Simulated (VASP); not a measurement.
A run of VASP 6.6.1 is set up as follows.

The input INCAR:

```
PREC = Accurate ; ENCUT = 520
EDIFF = 1E-7 ; ISMEAR = -1
SIGMA = 0.1 ; LREAL = False
LASPH = True ; NELM = 100
ALGO = Normal ; ISIF = 2
LWAVE = False ; LCHARG = False
GGA = PS ; NBANDS = 7
```

Contents of KPOINTS:

```
Automatic mesh
0
Gamma
  18 18 17
```

POSCAR

```
Mg
1.0
    2.4122840751      0.0000000000      0.0000000000
   -1.2061420376      2.0890992902      0.0000000000
    0.0000000000      0.0000000000      2.2307027727
Mg
1
Direct
    0.0000000000      0.0000000000      0.0000000000
```

Potentials or basis: VASP PAW PBE potentials, release 64 (Mg).

Command:

```bash
$ cat potpaw_PBE.64/Mg/POTCAR > POTCAR
$ mpirun -np 1 vasp_std > vasp.out
```

Q: What does it give for the band gap on the k mesh?

A: Zero (band 1 reaches 12.25 eV, above the bottom of band 2 at 5.70 eV).

Q: Predict the pressure.

A: 102.1 GPa.

Stress tensor (GPa, compression positive):
```
102.48   0.00   0.00
  0.00 102.48   0.00
  0.00   0.00 101.34
```

Caveat: the PAW data sets were made with another functional, which shifts forces and pressure a little.
